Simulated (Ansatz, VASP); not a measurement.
**One calculation of CuAs3, two programs**

```
CELL_PARAMETERS angstrom
0.00000 3.88211 3.88211
3.88211 0.00000 3.88211
3.88211 3.88211 0.00000
ATOMIC_POSITIONS crystal
Cu 0.00000 0.00000 0.00000
As 0.25000 0.25000 0.25000
As 0.75000 0.75000 0.75000
As 0.50000 0.50000 0.50000
```

Change from the starting cell: volume scaled by 1.04.

Alike in both runs: task single point; functional PBE; k mesh 6 × 6 × 6; occupations fermi-dirac, width 0.05 eV; no spin polarisation.

|  | VASP | Ansatz |
| --- | --- | --- |
| version | VASP 6.6.1 | Ansatz 0.2.0 |
| potentials or method | VASP PAW PBE potentials, release 64 (Cu, As), cutoff 520 eV | all-electron LAPW, scalar-relativistic |

```tsv
	VASP	Ansatz	Ansatz less VASP
gap on the k mesh at the Fermi level (eV)	none	none	-
pressure (GPa)	-13.6	-13.6	-0.04
```

A gap of «none» marks a metal or a gap that the smearing closes. Ansatz ran all-electron here, and VASP with PAW potentials.
